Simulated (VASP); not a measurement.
Wanted: the native input for a VASP 6.6.1 run.

| Quantity | Value |
| --- | --- |
| Task | single point |
| Functional | PBE |
| Potentials or basis | VASP PAW PBE potentials, release 64 (P) |
| Cutoff | 520 eV |
| k mesh | 15 × 15 × 15 |
| Occupations | fermi-dirac, width 0.05 eV |
| Spin | no spin polarisation |
| Dipole correction | no |
| Further INCAR settings | ALGO = Normal; EDIFF = 1e-06; NBANDS = 12 |

The structure of P lies in POSCAR:

```
P
1.0
    1.7244751009     -0.9956261637      2.9700653937
    0.0000000000      1.9912523274      2.9700653937
   -1.7244751009     -0.9956261637      2.9700653937
P
2
Direct
    0.2321262421      0.2321262421      0.2321262421
   -0.2321262421     -0.2321262421     -0.2321262421
```

The input as run:

INCAR

```
SYSTEM = P
ALGO = Normal
EDIFF = 1E-6
ENCUT = 520
GGA = PE
ISIF = 2
ISMEAR = -1
LASPH = .True.
LCHARG = .False.
LREAL = .False.
LWAVE = .False.
NBANDS = 12
NELM = 80
PREC = Accurate
SIGMA = 0.05
```

KPOINTS

```
k-points
0
Gamma
  15 15 15
  0 0 0
```

Potentials or basis: VASP PAW PBE potentials, release 64 (P).

Command:

```sh
$ cat potpaw_PBE.64/P/POTCAR > POTCAR
$ mpirun -np 1 vasp_std > vasp.out
```

It gave:

* Pressure: 2.6 GPa
* Largest force: 0.047 eV/Å
* Band gap on the k mesh: zero (bands 5 and 6 overlap by 1.06 eV)

Wall time 2.4 min on 1 thread of Intel Xeon 8259CL (shared host), peak memory 0.22 GiB.
